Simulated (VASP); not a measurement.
# BaSr (Cmmm) in VASP: a series of runs

BaSr is run at these levels: LDA; tasks: single point.

All numbers are computed with VASP 6.6.1; they aren't measurements. Logs are shortened: lines on timing, memory, paths and dates and some standing lists are left out, and cuts for length are marked.

## (1) The cell of the first run

It takes space group Cmmm (No. 65, orthorhombic). Conventional cell: a = 5.017 Å, b = 6.931 Å, c = 6.921 Å, α = 90.00°, β = 90.00°, γ = 90.00°. Ba (site symmetry mmm) has 8 Sr at 4.27 to 4.90 Å and 6 Ba at 4.28 to 5.02 Å within 5.6 Å. Within 5.6 Å of Sr (site symmetry mmm) lie 8 Ba at 4.27 to 4.90 Å and 6 Sr at 4.28 to 5.02 Å.

## (2) Single point, LDA

The input, INCAR:

```
PREC     = Accurate       # precision mode
ENCUT    = 500            # plane-wave cutoff, eV
EDIFF    = 1E-6           # SCF threshold, eV
ISMEAR   = -1             # smearing method
SIGMA    = 0.15           # smearing width, eV
LREAL    = F              # projectors in reciprocal space
LASPH    = T              # aspherical terms in the spheres
NELM     = 120            # most SCF steps
ALGO     = Normal         # electronic algorithm
ISIF     = 2              # what is computed and relaxed
LWAVE    = F              # write WAVECAR
LCHARG   = T              # write CHGCAR
LELF     = T              # ELF
LVHAR    = T            
NBANDS   = 17             # bands
GGA_COMPAT= F
```

The input, KPOINTS:

```
regular mesh
0
Gamma
  8 8 5
```

The input, POSCAR:

```
BaSr
1.0
    2.5086025000     -3.4657215000      0.0000000000
    2.5086025000      3.4657215000      0.0000000000
    0.0000000000      0.0000000000      6.9208260000
Ba Sr
1 1
Direct
    0.0000000000      0.0000000000      0.0000000000
    0.5000000000      0.5000000000      0.5000000000
```

Potentials or basis: VASP PAW LDA potentials, release 64 (Ba_sv, Sr_sv).

Command:

```
$ cat potpaw_LDA.64/Ba_sv/POTCAR potpaw_LDA.64/Sr_sv/POTCAR > POTCAR
$ mpirun -np 1 vasp_std > vasp.out
```

OUTCAR:

```text
PREC = Accurate
   ENCUT = 500
   EDIFF = 1E-6
   ISMEAR = -1
   LREAL = F
   LASPH = T
   NELM = 120
   ISIF = 2

 ion  position               nearest neighbor table
   1  0.000  0.000  0.000-   2 4.27   2 4.27   2 4.27   2 4.27   2 4.90   2 4.90   2 4.90   2 4.90

   2  0.500  0.500  0.500-   1 4.27   1 4.27   1 4.27   1 4.27   1 4.90   1 4.90   1 4.90   1 4.90

  LATTYP: Found a base centered orthorhombic cell.
 ALAT       =     5.0172050000
 B/A-ratio  =     1.3815347390
 C/A-ratio  =     1.3794186205

  Lattice vectors:

 A1 = (   2.5086025000,  -3.4657215000,   0.0000000000)
 A2 = (   2.5086025000,   3.4657215000,   0.0000000000)
 A3 = (   0.0000000000,   0.0000000000,   6.9208260000)

Analysis of symmetry for initial positions (statically):
=====================================================================
 Subroutine PRICEL returns:
 Original cell was already a primitive cell.

 Routine SETGRP: Setting up the symmetry group for a
 base centered orthorhombic supercell.

 Subroutine GETGRP returns: Found  8 space group operations
 (whereof  8 operations were pure point group operations)
 out of a pool of  8 trial point group operations.

The static configuration has the point symmetry D_2h.

Analysis of symmetry for dynamics (positions and initial velocities):
=====================================================================
 Subroutine PRICEL returns:
 Original cell was already a primitive cell.

 Routine SETGRP: Setting up the symmetry group for a
 base centered orthorhombic supercell.

 Subroutine GETGRP returns: Found  8 space group operations
 (whereof  8 operations were pure point group operations)
 out of a pool of  8 trial point group operations.

The dynamic configuration has the point symmetry D_2h.

 Subroutine INISYM returns: Found  8 space group operations
 (whereof  8 operations are pure point group operations),
 and found     1 'primitive' translations

----------------------------------------------------------------------------------------

                                     Primitive cell

  volume of cell :     120.3410

  direct lattice vectors                    reciprocal lattice vectors
     2.508602500 -3.465721500  0.000000000     0.199314160 -0.144270104  0.000000000
     2.508602500  3.465721500  0.000000000     0.199314160  0.144270104  0.000000000
     0.000000000  0.000000000  6.920826000     0.000000000  0.000000000  0.144491423

  length of vectors
     4.278353891  4.278353891  6.920826000     0.246048770  0.246048770  0.144491423

  position of ions in fractional coordinates (direct lattice)
     0.000000000  0.000000000  0.000000000
     0.500000000  0.500000000  0.500000000

  ion indices of the primitive-cell ions
   primitive index   ion index
                 1           1
                 2           2

----------------------------------------------------------------------------------------

 KPOINTS: regular mesh

Automatic generation of k-mesh.
 Grid dimensions read from file:
 generate k-points for:    8    8    5

 Generating k-lattice:

  Cartesian coordinates                     Fractional coordinates (reciprocal lattice)
     0.024914270 -0.018033763  0.000000000     0.125000000 -0.000000000  0.000000000
     0.024914270  0.018033763  0.000000000    -0.000000000  0.125000000  0.000000000
     0.000000000  0.000000000  0.028898285     0.000000000  0.000000000  0.200000000

  Length of vectors
     0.030756096  0.030756096  0.028898285

  Shift w.r.t. Gamma in fractional coordinates (k-lattice)
     0.000000000  0.000000000  0.000000000

 Subroutine IBZKPT returns following result:
 ===========================================

 Found     63 irreducible k-points:

 Following reciprocal coordinates:
            Coordinates               Weight
  0.000000  0.000000  0.000000      1.000000
  0.125000  0.000000  0.000000      4.000000
  0.250000  0.000000  0.000000      4.000000
  0.375000  0.000000  0.000000      4.000000
  0.500000  0.000000  0.000000      2.000000
  0.125000  0.125000  0.000000      2.000000
[... 16 lines left out ...]
  0.125000  0.000000  0.200000      8.000000
  0.250000  0.000000  0.200000      8.000000
 [... further k-points ...]
   k-points           NKPTS =     63   k-points in BZ     NKDIM =     63   number of bands    NBANDS=     17
   number of dos      NEDOS =    301   number of ions     NIONS =      2
   total plane-waves  NPLWV =  51200
   dimension x,y,z NGX =    32 NGY =   32 NGZ =   50
   dimension x,y,z NGXF=    64 NGYF=   64 NGZF=  100
   ions per type =               1   1
   NGX,Y,Z   is equivalent  to a cutoff of  12.43, 12.43, 12.01 a.u.
   NGXF,Y,Z  is equivalent  to a cutoff of  24.87, 24.87, 24.02 a.u.
 SYSTEM =  unknown system
   PREC   = accura    normal or accurate (medium, high low for compatibility)
   ISTART =      0    job   : 0-new  1-cont  2-samecut
   ICHARG =      2    charge: 1-file 2-atom 10-const
   ISPIN  =      1    spin polarized calculation?
   LNONCOLLINEAR =      F non collinear calculations
   LSORBIT =      F    spin-orbit coupling
   LASPH  =      T    aspherical Exc in radial PAW
   ENCUT  =  500.0 eV  36.75 Ry    6.06 a.u.   7.80  7.80 12.62*2*pi/ulx,y,z
   NELM   =    120;   NELMIN=  2; NELMDL= -5     # of ELM steps
   EDIFF  = 0.1E-05   stopping-criterion for ELM
   LREAL  =      F    real-space projection
   EDIFFG = 0.1E-04   stopping-criterion for IOM
   NSW    =      0    number of steps for IOM
   IBRION =     -1    ionic relax: 0-MD 1-quasi-New 2-CG
   NFREE  =      0    steps in history (QN), initial steepest desc. (CG)
   ISIF   =      2    stress and relaxation
   ISYM   =      2    0-nonsym 1-usesym 2-fastsym
   POTIM  = 0.5000    time-step for ionic-motion
   TEBEG  =    0.0;   TEEND  =   0.0 temperature during run
   PSTRESS=    0.0 pullay stress
   NELECT =      20.0000    total number of electrons
   NUPDOWN=      -1.0000    fix difference up-down
   EMIN   =  10.00;   EMAX   =-10.00  energy-range for DOS
   EFERMI =   0.00;   METHOD = LEGACY
   ISMEAR =    -1;   SIGMA  =   0.15  broadening in eV -4-tet -1-fermi 0-gaus
   EFERMI_NEDOS =   21; number of points for ismear=-14 and -15
   IALGO  =     38    algorithm
   IMIX   =      4    mixing-type and parameters
     AMIX     =   0.40;   BMIX     =  1.00
     AMIX_MAG =   1.60;   BMIX_MAG =  1.00
  volume/ion in A,a.u.               =      60.17       406.05
  Fermi-wavevector in a.u.,A,eV,Ry     =   0.900078  1.700902 11.022640  0.810141
  Thomas-Fermi vector in A             =   2.022992
   LORBIT       =      0    0 simple, 1 ext, 2 COOP (PROOUT), +10 PAW based schemes
   GGA     = CA    functional components
   LHFCALC =     F    Hartree Fock is set to
   AEXX    =    0.0000 exact exchange contribution
   IVDW    =     0    specifies the selected vdW correction
   LEPSILON=     F    determine dielectric tensor
   LRPA    =     F    only Hartree local field effects (RPA)
 non-spin polarized calculation
  energy-cutoff  :      500.00
  volume of cell :      120.34
 maximum number of plane-waves:      3073
   NGX = 15   NGY = 15   NGZ = 25

 number of electron      19.9999999 magnetization

 Free energy of the ion-electron system (eV)
  ---------------------------------------------------
  ext. energy  EPLUGINS =         0.00000000
  ---------------------------------------------------
  free energy    TOTEN  =        -4.14743646 eV

  energy without entropy =       -3.93581140  energy(sigma->0) =       -4.04162393

 E-fermi :   1.3499     XC(G=0):  -7.5242

 val. band max:        1.3422851776   @ k =   0.3750   0.3750   0.2000
 cond. band min:       1.3685592031   @ k =  -0.3750   0.2500   0.0000
 fundamental gap:      0.0262740255
 Fermi energy:         1.3498930045

 k-point     1 :       0.0000    0.0000    0.0000
  band No.  band energies     occupation
      1     -35.1632      2.00000
      2     -27.4480      2.00000
      3     -17.2489      2.00000
      4     -17.2018      2.00000
      5     -17.1595      2.00000
      6     -12.6659      2.00000
[... 9 lines left out ...]
     16       4.6210      0.00000
     17       4.6782      0.00000

 k-point     2 :       0.1250    0.0000    0.0000
  band No.  band energies     occupation
      1     -35.1625      2.00000
      2     -27.4442      2.00000
      3     -17.2468      2.00000
      4     -17.2101      2.00000
      5     -17.1671      2.00000
      6     -12.6597      2.00000
[... 9 lines left out ...]
     16       4.3875      0.00000
     17       4.5352      0.00000

 k-point     3 :       0.2500    0.0000    0.0000
  band No.  band energies     occupation
      1     -35.1607      2.00000
      2     -27.4350      2.00000
      3     -17.2418      2.00000
      4     -17.2394      2.00000
      5     -17.1760      2.00000
      6     -12.6579      2.00000
[... 9 lines left out ...]
     16       4.1916      0.00000
     17       4.6303      0.00000

 k-point     4 :       0.3750    0.0000    0.0000
  band No.  band energies     occupation
      1     -35.1590      2.00000
      2     -27.4258      2.00000
      3     -17.2739      2.00000
      4     -17.2367      2.00000
      5     -17.1792      2.00000
      6     -12.7911      2.00000
[... 9 lines left out ...]
     16       4.8469      0.00000
     17       4.8959      0.00000

 k-point     5 :       0.5000    0.0000    0.0000
  band No.  band energies     occupation
      1     -35.1582      2.00000
      2     -27.4220      2.00000
      3     -17.2887      2.00000
      4     -17.2346      2.00000
      5     -17.1799      2.00000
      6     -12.8451      2.00000
[... 9 lines left out ...]
     16       4.6278      0.00000
     17       4.9101      0.00000

 k-point     6 :       0.1250    0.1250    0.0000
  band No.  band energies     occupation
      1     -35.1617      2.00000
      2     -27.4398      2.00000
      3     -17.2441      2.00000
      4     -17.2193      2.00000
      5     -17.1773      2.00000
      6     -12.6529      2.00000
[... 9 lines left out ...]
     16       3.7195      0.00000
     17       4.9003      0.00000

 k-point     7 :       0.2500    0.1250    0.0000
  band No.  band energies     occupation
      1     -35.1599      2.00000
      2     -27.4306      2.00000
      3     -17.2435      2.00000
      4     -17.2391      2.00000
      5     -17.1912      2.00000
      6     -12.6704      2.00000
[... 9 lines left out ...]
     16       4.2302      0.00000
     17       4.9828      0.00000

 k-point     8 :       0.3750    0.1250    0.0000
  band No.  band energies     occupation
      1     -35.1582      2.00000
      2     -27.4220      2.00000
      3     -17.2741      2.00000
      4     -17.2347      2.00000
      5     -17.1948      2.00000
      6     -12.7916      2.00000
[... 9 lines left out ...]
     16       4.6635      0.00000
     17       5.0387      0.00000
[... 203 lines left out ...]
      1     -35.1547      2.00000
      2     -27.4046      2.00000
      3     -17.2784      2.00000
      4     -17.2538      2.00000
      5     -17.2280      2.00000
      6     -12.8383      2.00000
[... 9 lines left out ...]
     16       4.7832      0.00000
     17       4.9851      0.00000

 k-point    20 :      -0.3750    0.3750    0.0000
  band No.  band energies     occupation
      1     -35.1554      2.00000
      2     -27.4084      2.00000
      3     -17.2670      2.00000
      4     -17.2497      2.00000
      5     -17.2301      2.00000
      6     -12.8042      2.00000
[... 9 lines left out ...]
     16       4.7455      0.00000
     17       5.0073      0.00000

 k-point    21 :       0.5000    0.5000    0.0000
  band No.  band energies     occupation
      1     -35.1541      2.00000
      2     -27.4016      2.00000
      3     -17.2850      2.00000
      4     -17.2579      2.00000
      5     -17.2269      2.00000
      6     -12.8652      2.00000
[... 9 lines left out ...]
     16       5.2251      0.00000
     17       5.2775      0.00000

 k-point    22 :       0.0000    0.0000    0.2000
  band No.  band energies     occupation
      1     -35.1632      2.00000
      2     -27.4480      2.00000
      3     -17.2480      2.00000
      4     -17.2017      2.00000
      5     -17.1595      2.00000
      6     -12.6699      2.00000
[... 9 lines left out ...]
     16       4.5792      0.00000
     17       4.6256      0.00000

 k-point    23 :       0.1250    0.0000    0.2000
  band No.  band energies     occupation
      1     -35.1625      2.00000
      2     -27.4442      2.00000
      3     -17.2461      2.00000
      4     -17.2101      2.00000
      5     -17.1671      2.00000
      6     -12.6630      2.00000
[... 9 lines left out ...]
     16       4.3593      0.00000
     17       4.5752      0.00000

 k-point    24 :       0.2500    0.0000    0.2000
  band No.  band energies     occupation
      1     -35.1607      2.00000
      2     -27.4350      2.00000
      3     -17.2417      2.00000
      4     -17.2394      2.00000
      5     -17.1760      2.00000
      6     -12.6576      2.00000
[... 9 lines left out ...]
     16       4.3670      0.00000
     17       4.6032      0.00000

 [... further k-points ...]
[... 5 lines left out ...]
  --------------------------------------------------------------------------------------
  -------------------------------------------------------------------------------------
  Total       -1.1024374     -1.1292596     -1.0744983      0.0000000      0.0000000      0.0000000
  in kB      -14.6774654    -15.0345670    -14.3054941      0.0000000      0.0000000      0.0000000
  external PRESSURE =     -14.6725089 kB  Pullay stress =       0.0000000 kB

 VOLUME and BASIS-vectors are now :
 -----------------------------------------------------------------------------
  energy-cutoff  :      500.00
  volume of cell :      120.34
      direct lattice vectors                 reciprocal lattice vectors
     2.508602500 -3.465721500  0.000000000     0.199314160 -0.144270104  0.000000000
     2.508602500  3.465721500  0.000000000     0.199314160  0.144270104  0.000000000
     0.000000000  0.000000000  6.920826000     0.000000000  0.000000000  0.144491423

 POSITION                                       TOTAL-FORCE (eV/Angst)
 -----------------------------------------------------------------------------------
      0.00000      0.00000      0.00000        -0.000000      0.000000      0.000000
      2.50860      0.00000      3.46041         0.000000      0.000000      0.000000
 -----------------------------------------------------------------------------------
    total drift:                                0.000000      0.000000     -0.000000

  FREE ENERGIE OF THE ION-ELECTRON SYSTEM (eV)
  ---------------------------------------------------
  free  energy   TOTEN  =        -4.1474364644 eV

  energy  without entropy=       -3.9358113973  energy(sigma->0) =       -4.04162393
```

It took 41 s on 1 thread of Intel Xeon 6975P-C (Granite Rapids), shared host; peak memory 0.27 GiB.

Results:

```yaml
Free_energy: -4.1474 eV
Pressure: -1.5 GPa
Band_gap_on_the_k_mesh: zero (bands 10 and 11 overlap by 0.68 eV)
```

Caveat: spin-orbit coupling is left out, which moves the levels of the heavy elements.

## (3) Single point, LDA, non-collinear spin, zero start, spin-orbit coupling

The input, INCAR:

```
PREC = Accurate ; ENCUT = 500
EDIFF = 1E-6 ; ISMEAR = -1
SIGMA = 0.15 ; LREAL = F
LASPH = T ; NELM = 200
ALGO = Normal ; ISIF = 2
LWAVE = F ; LCHARG = F
MAGMOM = 0 0 0 0 0 0 ; LORBIT = 11
LSORBIT = T ; GGA_COMPAT = F
LORBMOM = T ; NBANDS = 32
```

KPOINTS is that of step 2.

POSCAR is that of step 2.

Potentials or basis: VASP PAW LDA potentials, release 64 (Ba_sv, Sr_sv).

Command:

```
$ cat potpaw_LDA.64/Ba_sv/POTCAR potpaw_LDA.64/Sr_sv/POTCAR > POTCAR
$ mpirun -np 1 vasp_ncl > vasp.out
```

Wall time 2.7 min (1 thread of Intel Xeon 6975P-C (Granite Rapids), shared host); peak memory 0.53 GiB.

The run converged. Its results:

- Free energy: -4.4541 eV
- Pressure: -1.5 GPa
- Net moment: 0.00 μB per cell
- Valence electrons inside the program's atomic spheres: Ba 7.89; Sr 7.92

Moments on the atoms (μB; x, y, z):
```
Ba  0.00 0.00 0.00
Sr  0.00 0.00 0.00
```

The gap in the log of VASP goes by the Fermi energy; the results here count the filled bands.